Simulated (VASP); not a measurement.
B:

```xyz
4
Lattice="-1.3563 2.6312 2.2362 1.3563 -2.6312 2.2362 1.3563 2.6312 -2.2362" Properties=species:S:1:pos:R:3 pbc="T T T"
B     1.3563    1.3083   -1.0599
B     0.0000    1.3228    1.1763
B     1.3563    0.8064    0.4728
B     0.0000    1.8248    2.7090
```

- Program: VASP 6.6.1
- Task: relaxation of cell and atoms
- Functional: PBE
- Potentials or basis: VASP PAW PBE potentials, release 64 (B)
- Cutoff: 600 eV
- k mesh: 8 × 8 × 8
- Occupations: gaussian, width 0.1 eV
- Spin: no spin polarisation

At the start: pressure 36.3 GPa; volume 7.98 Å³/atom.

**Question.** Where does the relaxation end?

**Answer.** Over 20 steps the energy falls by 230.7 meV/atom and the volume is 9.20 Å³/atom (+15.3 %); space group Imm2 (No. 44, to 0.05 Å).

The path:
| step | energy change (eV) | largest force (eV/Å) | pressure (GPa) | volume (Å³) |
| --- | --- | --- | --- | --- |
| 1 | 0.0000 | 0.2175 | 36.25 | 31.92 |
| 2 | -0.4982 | 1.0458 | -11.46 | 40.94 |
| 3 | -0.6593 | 0.8896 | 0.58 | 37.51 |
| 4 | -0.7455 | 0.5803 | -2.69 | 38.24 |
| 5 | -0.7547 | 0.5197 | -3.75 | 38.56 |
| 6 | -0.8370 | 0.4070 | -2.72 | 37.99 |
| 7 | -0.8838 | 0.2506 | -2.04 | 37.39 |
| 8 | -0.8535 | 0.7228 | -1.30 | 36.15 |
| 9 | -0.8932 | 0.2850 | -1.68 | 37.05 |
| 10 | -0.8940 | 0.3501 | -1.55 | 36.93 |
| 11 | -0.9128 | 0.1108 | 2.61 | 36.04 |
| 12 | -0.9133 | 0.1357 | 2.02 | 36.16 |
| 13 | -0.9192 | 0.0826 | 0.36 | 36.55 |
| 14 | -0.9196 | 0.1056 | -0.42 | 36.75 |
| 15 | -0.9196 | 0.1008 | -0.23 | 36.71 |
| 16 | -0.9211 | 0.0599 | -0.09 | 36.79 |
| 17 | -0.9211 | 0.0590 | -0.05 | 36.81 |
| 18 | -0.9218 | 0.0476 | -0.11 | 36.82 |
| 19 | -0.9226 | 0.0376 | -0.28 | 36.86 |
| 20 | -0.9229 | 0.0187 | 0.29 | 36.79 |

Final structure:
```
CELL_PARAMETERS angstrom
-1.55124 2.64581 2.24112
1.55124 -2.64581 2.24112
1.55124 2.64581 -2.24112
ATOMIC_POSITIONS crystal
B 0.04091 0.24797 0.79294
B 0.45503 0.24797 0.20706
B 0.29568 0.62074 0.67493
B 0.94582 0.62075 0.32507
```

Caveat: the volume moved by over 15 % at a fixed basis, so the end points are rough.
